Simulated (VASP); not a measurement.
Write the native input for VASP 6.6.1 that does the following.

- Task: single point
- Functional: PBEsol
- Potentials or basis: VASP PAW PBE potentials, release 64 (Ni)
- Cutoff: 520 eV
- k mesh: 26 × 26 × 26
- Occupations: fermi-dirac, width 0.05 eV
- Spin: collinear spin, ferromagnetic start
- Starting moments: [0.558] μB
- Dipole correction: no
- Further INCAR settings: ALGO = Normal; EDIFF = 1e-06; NBANDS = 15

The structure of Ni lies in POSCAR:

```
Ni
1.0
   -1.3778346498      1.3778346498      1.3778346498
    1.3778346498     -1.3778346498      1.3778346498
    1.3778346498      1.3778346498     -1.3778346498
Ni
1
Direct
    0.0000000000      0.0000000000      0.0000000000
```

One way to write it, as run:

INCAR

```
ALGO     = Normal         # electronic algorithm
EDIFF    = 1E-6           # SCF threshold, eV
ENCUT    = 520            # plane-wave cutoff, eV
GGA      = PS             # functional
ISIF     = 2              # what is computed and relaxed
ISMEAR   = -1             # smearing method
ISPIN    = 2              # spin polarisation
LASPH    = True           # aspherical terms in the spheres
LCHARG   = False          # write CHGCAR
LMAXMIX  = 4              # l up to which the mixer works
LORBIT   = 11             # projections on sites
LREAL    = False          # projectors in reciprocal space
LWAVE    = False          # write WAVECAR
MAGMOM   = 0.558          # initial moments
NBANDS   = 15             # bands
NELM     = 150            # most SCF steps
PREC     = Accurate       # precision mode
SIGMA    = 0.05           # smearing width, eV
```

KPOINTS

```
k-points
0
Gamma
  26 26 26
```

Potentials or basis: VASP PAW PBE potentials, release 64 (Ni).

Command:

```bash
$ cat potpaw_PBE.64/Ni/POTCAR > POTCAR
$ mpirun -np 1 vasp_std > vasp.out
```

It gave:

```
Pressure                                              : 0.0 GPa
Net moment                                            : 0.53 μB per cell
Site moments                                          : Ni +0.53 μB
Valence electrons inside the program's atomic spheres : Ni 9.39
```

Caveat: the PAW data sets were made with another functional, which shifts forces and pressure a little.

Run time: 120 s on 1 thread of Intel(R) Xeon(R) 6975P-C (Granite Rapids) (shared host), peak memory 0.23 GiB.
